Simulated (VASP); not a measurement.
# H6CO in VASP: a series of runs, part 2 of 2

VASP 6.6.1. Earlier steps stand in the parts before.

## 3. Single point, r2SCAN

POSCAR reads:

```
H6CO
1.0
    7.1919660000      0.0000000000      0.0000000000
    0.0000000000      7.1919660000      0.0000000000
    0.0000000000      0.0000000000      7.1919660000
O H C
4 24 4
Direct
    0.7846950333      0.7915220956      0.8607521226
    0.8945954416      0.1833017564      0.7552176971
    0.1481375190      0.7826649904      0.9222930142
    0.3506829704      0.7885326488      0.2693422077
    0.6799670632      0.7934130946      0.9443593031
    0.8006990022      0.9172874288      0.8104459893
    0.8571925952      0.1530040604      0.6329840825
    0.7876566713      0.2592893237      0.7893530086
    0.0163376746      0.7671198668      0.9079158606
    0.2060632656      0.6842496196      0.8612526811
    0.2820925460      0.7937746091      0.1560213160
    0.3154631154      0.6706650170      0.3251544849
    0.3646986095      0.3496401401      0.1286157359
    0.1627927607      0.2813973258      0.0131396617
    0.2138219230      0.1845253440      0.2365417189
    0.3604021487      0.1367776210      0.0372359936
    0.7162297486      0.5512679009      0.2902544311
    0.8423705006      0.4514203766      0.1123197746
    0.9137974234      0.4207472616      0.3407274172
    0.9406190185      0.6338600600      0.2253625782
    0.5908954520      1.1007838469      0.3791313808
    0.7423283147      0.9096400066      0.4441761821
    0.8188859625      1.0834450552      0.2724706986
    0.6425085992      0.9230299476      0.2101511603
    0.4569126161      0.5038121704      0.7451370043
    0.3930218802      0.2921037168      0.6291881803
    0.4560227343      0.4938983304      0.4890735023
    0.2310633838      0.4746268267      0.6250724767
    0.2705657952      0.2367224762      0.1027813535
    0.8580546682      0.5162288031      0.2461496620
    0.7049810858      1.0053440186      0.3224570305
    0.3842899146      0.4503775463      0.6199973693
```

INCAR.step1 reads:

```
  PREC = Accurate
  ENCUT = 580
  ISMEAR = -1
  SIGMA = 0.02
  LREAL = Auto
  LASPH = True
  NELM = 120
  NBANDS = 54
  GGA = PE
  ALGO = Normal
  EDIFF = 1E-5
  LWAVE = True
  LCHARG = False
  GGA_COMPAT = False
```

INCAR.step2 reads:

```
  PREC = Accurate
  ENCUT = 580
  EDIFF = 1E-6
  ISMEAR = -1
  SIGMA = 0.02
  LREAL = Auto
  LASPH = True
  NELM = 120
  ALGO = Normal
  ISIF = 2
  LWAVE = False
  LCHARG = False
  METAGGA = R2SCAN
  LMIXTAU = True
  NBANDS = 54
  ISTART = 1
  GGA_COMPAT = False
```

KPOINTS reads:

```
Automatic mesh
0
Gamma
  1 1 1
```

Potentials or basis: VASP PAW PBE potentials, release 64 (O, H, C).

Command:

```sh
$ cat potpaw_PBE.64/O/POTCAR potpaw_PBE.64/H/POTCAR potpaw_PBE.64/C/POTCAR > POTCAR
$ cp INCAR.step1 INCAR
$ mpirun -np 1 vasp_gam > vasp.out
$ cp INCAR.step2 INCAR
$ mpirun -np 1 vasp_gam > vasp.out
```

Wall time 2.9 min (1 thread of AMD EPYC 7R43 (Zen 3), shared host); peak memory 0.41 GiB.

The run converged. Its results:

```
Free energy            : -161.7948 eV
Pressure               : 0.3 GPa
Largest force          : 2.833 eV/Å
Band gap on the k mesh : 5.34 eV
```

Forces in eV/Å, atoms in the order of the input:
```
O   -0.072  0.217 -0.423
O   -0.739  0.398  0.918
O    0.415  1.376  1.125
O    0.431 -0.602  0.988
H    0.077  0.148 -0.002
H   -0.137 -0.244  0.440
H    0.136 -0.485 -1.532
H    0.428  0.017  0.400
H   -0.789 -0.105  0.007
H    0.725 -1.398 -0.946
H   -0.789  0.105 -0.990
H    0.036  0.407 -0.152
H    0.153  0.832  0.373
H   -0.779  0.171 -0.705
H    0.337  0.086 -0.673
H   -0.192 -0.757 -0.219
H    0.297  0.259  0.071
H    0.083 -0.452 -0.483
H    0.805 -0.923  0.985
H    0.892  1.394  0.109
H    1.075 -0.786 -0.723
H   -0.156  0.788 -1.385
H    1.043  0.595 -0.239
H    0.157  0.174  0.520
H   -0.357  0.076 -0.602
H    0.081  1.301 -0.159
H   -0.597 -0.074  0.887
H    0.904  0.336 -0.209
C    0.521 -0.299  1.192
C   -2.030 -0.286 -0.695
C   -1.955 -0.558  1.974
C   -0.004 -1.709  0.147
```

Stress tensor (GPa, compression positive):
```
 0.28  0.19  0.84
 0.19  0.62  0.76
 0.84  0.76 -0.14
```

Levels at points of the mesh, in eV from the valence-band top:
```tsv
k point	band 29	band 30	band 31	band 32	band 33	band 34	band 35	band 36
(0.00, 0.00, 0.00)	-1.25	-0.89	-0.25	0.00	5.34	7.47	7.97	8.26
```

Caveat: the k points lie up to 0.87 Å⁻¹ apart; the PAW data sets were made with another functional, which shifts forces and pressure a little.

## 4. Single point, r2SCAN

POSCAR reads:

```
H6CO
1.0
    7.1919660000      0.0000000000      0.0000000000
    0.0000000000      7.1919660000      0.0000000000
    0.0000000000      0.0000000000      7.1919660000
O H C
4 24 4
Direct
    0.7815109248      0.7857656724      0.8584857047
    0.8975848885      0.1900732011      0.7650342062
    0.1382375834      0.7918279925      0.9180799798
    0.3531301455      0.7896032879      0.2638916814
    0.6567189000      0.7884770312      0.9091811613
    0.7957490344      0.9135749529      0.8134354362
    0.8391585833      0.1518221860      0.6523529171
    0.8018252589      0.2405739960      0.8399094212
    0.0149472342      0.7667027347      0.8862110861
    0.2160188188      0.7121974715      0.8422036478
    0.2672009295      0.8014081268      0.1625563858
    0.3199403334      0.6645053661      0.3104714344
    0.3954412465      0.3127239478      0.1522393182
    0.1791165309      0.3070231422      0.0299778948
    0.2050065309      0.1716359616      0.2402680992
    0.3148652260      0.1073559024      0.0299500860
    0.7159238517      0.5706645443      0.2845536255
    0.8496146951      0.4580249684      0.1013631043
    0.9122540346      0.4129329866      0.3428408866
    0.9478354041      0.6219439858      0.2432297372
    0.6012125196      1.0937621229      0.3829133786
    0.7528400440      0.8799680087      0.4272267138
    0.8147702589      1.0595990026      0.2576625084
    0.6195246196      0.8993090346      0.2227763591
    0.4599715850      0.5008644368      0.7402704629
    0.4035475140      0.2963167512      0.5968604412
    0.4569821381      0.5186203606      0.4925078901
    0.2490556824      0.4946491683      0.6054533628
    0.2731798232      0.2288803924      0.1124727230
    0.8544534276      0.5085952854      0.2447453172
    0.7004482502      0.9876019992      0.3213029650
    0.3905608008      0.4520460747      0.6168271652
```

INCAR.step1 reads:

```
SYSTEM = H6CO
  PREC = Accurate
  ENCUT = 580
  ISMEAR = -1
  SIGMA = 0.02
  LREAL = Auto
  LASPH = .True.
  NELM = 120
  NBANDS = 54
  GGA = PE
  ALGO = Normal
  EDIFF = 1E-5
  LWAVE = .True.
  LCHARG = .False.
  GGA_COMPAT = .False.
```

INCAR.step2 reads:

```
SYSTEM = H6CO
  PREC = Accurate
  ENCUT = 580
  EDIFF = 1E-6
  ISMEAR = -1
  SIGMA = 0.02
  LREAL = Auto
  LASPH = .True.
  NELM = 120
  ALGO = Normal
  ISIF = 2
  LWAVE = .False.
  LCHARG = .False.
  METAGGA = R2SCAN
  LMIXTAU = .True.
  NBANDS = 54
  ISTART = 1
  GGA_COMPAT = .False.
```

KPOINTS reads:

```
regular mesh
0
Gamma
  1 1 1
  0 0 0
```

Command:

```sh
$ cat potpaw_PBE.64/O/POTCAR potpaw_PBE.64/H/POTCAR potpaw_PBE.64/C/POTCAR > POTCAR
$ cp INCAR.step1 INCAR
$ mpirun -np 1 vasp_gam > vasp.out
$ cp INCAR.step2 INCAR
$ mpirun -np 1 vasp_gam > vasp.out
```

Wall time 2.8 min (1 thread of AMD EPYC 7R43 (Zen 3), shared host); peak memory 0.42 GiB.

The run converged. Its results:

```
Free energy            : -161.5853 eV
Pressure               : -0.3 GPa
Largest force          : 2.817 eV/Å
Band gap on the k mesh : 5.47 eV
```

Forces in eV/Å, atoms in the order of the input:
```
O   -0.845  0.755 -0.397
O    0.820 -0.556  0.019
O    2.778  0.147  0.444
O   -0.324 -1.603  0.771
H    0.270 -0.306  0.146
H    0.280 -0.309  0.179
H   -0.285  0.025 -0.756
H   -0.731  0.501  0.530
H   -1.975 -0.505 -0.232
H   -0.282  0.165  0.136
H   -0.557  0.322 -0.806
H    0.368  1.024 -0.215
H   -0.329 -0.252 -0.137
H   -0.693  0.626 -0.378
H    0.333  0.514 -0.723
H    0.104  0.300  0.140
H    0.960 -0.839 -0.142
H   -0.045 -0.269  0.308
H   -0.232 -0.756  0.326
H    0.801  1.126 -0.147
H    0.811 -1.064 -0.318
H   -0.482  1.438 -0.751
H    0.483  0.108 -0.287
H    0.549  0.908  0.435
H    0.062  0.026  0.359
H   -0.222  1.293  0.402
H    0.062 -0.453  0.851
H   -0.960 -0.017  0.426
C    0.625 -1.111  1.049
C   -1.441  0.697 -0.381
C   -0.989 -1.014  1.088
C    1.085 -0.920 -1.939
```

Stress tensor (GPa, compression positive):
```
 1.55  0.57  0.59
 0.57 -1.64 -0.12
 0.59 -0.12 -0.68
```

Levels at points of the mesh, in eV from the valence-band top:
```csv
k point,band 29,band 30,band 31,band 32,band 33,band 34,band 35,band 36
"(0.00, 0.00, 0.00)",-0.96,-0.73,-0.19,0.00,5.47,7.53,7.93,8.38
```

Caveat: the k points lie up to 0.87 Å⁻¹ apart; the PAW data sets were made with another functional, which shifts forces and pressure a little.

## 5. The runs side by side

| cell | gap on the mesh (eV) | pressure (GPa) | largest force (eV/Å) |
| --- | --- | --- | --- |
| as given, atomic positions A | 5.34 | 0.4 | 2.05 |
| as given, atomic positions B | 5.34 | 0.3 | 2.83 |
| as given, atomic positions C | 5.47 | -0.3 | 2.82 |

Alike in all rows: task single point; level r2SCAN; potentials or basis VASP PAW PBE potentials, release 64 (O, H, C); no spin polarisation; k mesh 1 × 1 × 1; cutoff (eV) 580; smearing fermi-dirac 0.02 eV.

Caveats: all runs use coarse meshes; the PAW data sets were made with another functional, which shifts forces and pressure a little.

Absolute energies hang on the potentials; compare differences alone.
